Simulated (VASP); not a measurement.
Input of a VASP 6.6.1 run:

INCAR

```
PREC = Accurate
ENCUT = 520
EDIFF = 1E-8
ISMEAR = 0
SIGMA = 0.01
LREAL = False
LASPH = True
NELM = 100
ALGO = Normal
ISIF = 2
LWAVE = False
LCHARG = True
GGA = CA
NBANDS = 11
IBRION = 8
NSW = 1
LEPSILON = True
```

The input KPOINTS:

```
regular mesh
0
Gamma
  10 10 10
```

The input POSCAR:

```
BAs
1.0
    0.0000000000      2.3828389033      2.3828389033
    2.3828389033      0.0000000000      2.3828389033
    2.3828389033      2.3828389033      0.0000000000
B As
1 1
Direct
    0.0000000000      0.0000000000      0.0000000000
    0.7500000000      0.7500000000      0.7500000000
```

Potentials or basis: VASP PAW LDA potentials, release 64 (B, As).

The run is started by

```bash
$ cat potpaw_LDA.64/B/POTCAR potpaw_LDA.64/As/POTCAR > POTCAR
$ mpirun -np 1 vasp_std > vasp.out
```

Q: Estimate the electronic dielectric tensor (diagonal).

A: 9.82.

Q: What does it give for the Born charges (mean of the diagonal)?

A: B -0.51; As +0.51 e.

Q: Predict the highest phonon frequency at Γ, LO-TO splitting left out.

A: 690 cm⁻¹.

Electronic dielectric tensor:
```
9.82 0.00 0.00
0.00 9.82 0.00
0.00 0.00 9.82
```

Caveat: the cell wasn't relaxed at this level first, which shifts response properties.
